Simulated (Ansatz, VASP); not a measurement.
**One calculation of Ti, two programs**

The input POSCAR:

```
Ti
1.0
   -1.7826950017      1.7826950017      1.3905021013
    1.7826950017     -1.7826950017      1.3905021013
    1.7826950017      1.7826950017     -1.3905021013
Ti
1
Direct
    0.0000000000      0.0000000000      0.0000000000
```

The input INCAR.step1:

```
SYSTEM = Ti
ALGO = Normal
EDIFF = 1E-4
ENCUT = 520
GGA = PE
ISMEAR = 0
LASPH = .True.
LCHARG = .False.
LREAL = .False.
LWAVE = .True.
NBANDS = 12
NELM = 100
PREC = Accurate
SIGMA = 0.15
```

INCAR.step2

```
SYSTEM = Ti
ALGO = Normal
EDIFF = 1E-6
ENCUT = 520
ISIF = 2
ISMEAR = 0
ISTART = 1
LASPH = .True.
LCHARG = .True.
LELF = .True.
LMIXTAU = .True.
LREAL = .False.
LVHAR = .True.
LWAVE = .False.
METAGGA = R2SCAN
NBANDS = 12
NELM = 100
PREC = Accurate
SIGMA = 0.15
```

Contents of KPOINTS:

```
k-points
0
Gamma
  22 22 22
  0 0 0
```

Input for Ansatz:

```yaml
crystal:
  lattice:
    - [-1.7826950017, 1.7826950017, 1.3905021013]
    - [1.7826950017, -1.7826950017, 1.3905021013]
    - [1.7826950017, 1.7826950017, -1.3905021013]
  atoms:
    - { symbol: Ti, position: [0.0, 0.0, 0.0] }
basis:
  ecutwfc: 500
kpoints:
  mp_grid: { grid: [22, 22, 22] }
hamiltonian:
  xc: r2scan
scf:
  occupations: { method: gaussian, width: 0.15 }
output:
  forces: true
  stress: true
  eigenvalues: true
```

Alike in both runs: task single point; functional r2SCAN; k mesh 22 × 22 × 22; occupations gaussian, width 0.15 eV; no spin polarisation.

|  | VASP | Ansatz |
| --- | --- | --- |
| version | VASP 6.6.1 | Ansatz 0.2.0 |
| potentials or method | VASP PAW PBE potentials, release 64 (Ti_sv), cutoff 520 eV | scalar-relativistic, plane waves, PAW |
| valence electrons in the cell | 12 | 12 |

VASP gave:

- gap on the k mesh at the Fermi level (eV): none
- pressure (GPa): -2.8
- traceless stress, the component that is largest in VASP (GPa): 6.07

Q: Which values does Ansatz return?

A: gap on the k mesh at the Fermi level (eV): none; pressure (GPa): -3.1; traceless stress, the component that is largest in VASP (GPa): 6.01.

VASP's potentials were made for PBE, not for r2SCAN. A gap of «none» marks a metal or a gap that the smearing closes.
